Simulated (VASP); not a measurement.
Write the native input for VASP 6.6.1 that does the following.

| Item | Value |
| --- | --- |
| Task | single point |
| Functional | r2SCAN |
| Potentials or basis | VASP PAW PBE potentials, release 64 (C) |
| Cutoff | 660 eV |
| k mesh | 12 × 12 × 12 |
| Occupations | gaussian, width 0.05 eV |
| Spin | no spin polarisation |
| Dipole correction | no |
| Further INCAR settings | ALGO = Normal; EDIFF = 1e-06; NBANDS = 11 |

The system is C.

```
C
1.0
     0.00000    1.76921    1.76921
     1.76921    0.00000    1.76921
     1.76921    1.76921    0.00000
C
2
Cartesian
  2.6538 2.6538 2.6538
  1.7692 1.7692 1.7692
```

One way to write it, as run:

POSCAR

```
C
1.0
    0.0000000000      1.7692082137      1.7692082137
    1.7692082137      0.0000000000      1.7692082137
    1.7692082137      1.7692082137      0.0000000000
C
2
Direct
    0.7500000000      0.7500000000      0.7500000000
    0.5000000000      0.5000000000      0.5000000000
```

INCAR.step1

```
  PREC = Accurate
  ENCUT = 660
  ISMEAR = 0
  SIGMA = 0.05
  LREAL = F
  LASPH = T
  NELM = 120
  NBANDS = 11
  GGA = PE
  ALGO = Normal
  EDIFF = 1E-5
  LWAVE = T
  LCHARG = F
  GGA_COMPAT = F
```

INCAR.step2

```
  PREC = Accurate
  ENCUT = 660
  EDIFF = 1E-6
  ISMEAR = 0
  SIGMA = 0.05
  LREAL = F
  LASPH = T
  NELM = 120
  ALGO = Normal
  ISIF = 2
  LWAVE = F
  LCHARG = T
  METAGGA = R2SCAN
  LMIXTAU = T
  LELF = T
  LVHAR = T
  NBANDS = 11
  ISTART = 1
  GGA_COMPAT = F
```

KPOINTS

```
regular mesh
0
Gamma
  12 12 12
```

Potentials or basis: VASP PAW PBE potentials, release 64 (C).

The run is started by

```console
$ cat potpaw_PBE.64/C/POTCAR > POTCAR
$ cp INCAR.step1 INCAR
$ mpirun -np 1 vasp_std > vasp.out
$ cp INCAR.step2 INCAR
$ mpirun -np 1 vasp_std > vasp.out
```

It gave:

```json
{"Pressure": "8.8 GPa", "Band gap on the k mesh": "4.40 eV, indirect (least direct gap 5.90 eV)"}
```

Caveat: the PAW data sets were made with another functional, which shifts forces and pressure a little.

Wall time 30 s on 1 thread of Intel(R) Xeon(R) Platinum 8488C (Sapphire Rapids) (shared host), peak memory 0.13 GiB.
